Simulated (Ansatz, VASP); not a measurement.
## Two plane-wave programs on FeO

```
CELL_PARAMETERS angstrom
0.00000 2.15540 2.15540
2.15540 0.00000 2.15540
2.15540 2.15540 0.00000
ATOMIC_POSITIONS crystal
Fe 0.00000 0.00000 0.00000
O 0.50000 0.50000 0.50000
```

Alike in both runs: task single point; functional PBE; k mesh 10 × 10 × 10; occupations gaussian, width 0.05 eV; collinear spin; Hubbard terms Fe d U = 4.0 eV.

|  | VASP | Ansatz |
| --- | --- | --- |
| version | VASP 6.6.1 | Ansatz 0.2.0 |
| potentials or method | VASP PAW PBE potentials, release 64 (Fe_sv, O), cutoff 600 eV | scalar-relativistic, plane waves, PAW |
| valence electrons in the cell | 22 | 22 |

VASP gave:

* pressure (GPa): -1.5
* net moment per atom (μB): 2.00
* size of the moment on the site where the two differ most (μB): 3.65

Estimate Ansatz's values.

pressure (GPa): 11.8; net moment per atom (μB): 2.00; size of the moment on the site where the two differ most (μB): 3.48.

Site moments also hang on the region over which each program counts them. The programs project onto different local orbitals, so the same U acts differently, and such runs can settle in different states. Ansatz's warnings: stability check not made.
